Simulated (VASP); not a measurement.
Runs of VASP 6.6.1 on NaF. Symmetry: Pm-3m, No. 221, cubic system. Conventional cell: a = 2.793 Å, b = 2.793 Å, c = 2.793 Å, α = 90.00°, β = 90.00°, γ = 90.00°. Na (site symmetry m-3m) has 8 F at 2.42 Å and 6 Na at 2.79 Å within 3.2 Å. F (site symmetry m-3m) has 8 Na at 2.42 Å and 6 F at 2.79 Å within 3.2 Å. 

```tsv
level	k mesh	grid for exact exchange (PRECFOCK)	share of exact exchange	screening parameter	gap on the mesh (eV)	pressure (GPa)
PBE	6 × 6 × 6	-	-	-	6.11	4.3
PBE-based screened hybrid with 75 % exact exchange	4 × 4 × 4	Normal	0.75	0.1 1/Å	(c)	-2.8
HSE06	4 × 4 × 4	Normal	0.25	0.2079 1/Å	8.30	1.9
PBE-based screened hybrid with 10 % exact exchange	4 × 4 × 4	Normal	0.1	0.5 1/Å	6.66	3.4
HSE06	3 × 3 × 3	Normal	0.25	0.2079 1/Å	8.42	1.9
PBE-based screened hybrid with 50 % exact exchange	4 × 4 × 4	Normal	0.5	0.1 1/Å	11.36	(a)
PBE-based global hybrid with 50 % exact exchange	4 × 4 × 4	Normal	0.5	-	(b)	-0.7
```

Alike in all rows: task single point; potentials or basis VASP PAW PBE potentials, release 64 (Na_pv, F); no spin polarisation; cell as given; cutoff (eV) 520; smearing gaussian 0.01 eV.

Problem. Fill in the values left out.

Solution. (a) -0.6; (b) 12.15; (c) 14.09.

Caveats: some runs use coarse meshes; the PAW data sets were made with another functional, which shifts forces and pressure a little (at least some runs); the cell stands under pressure (at least some runs); an odd mesh through Γ misses points on the zone boundary, where band edges can lie (at least some runs).
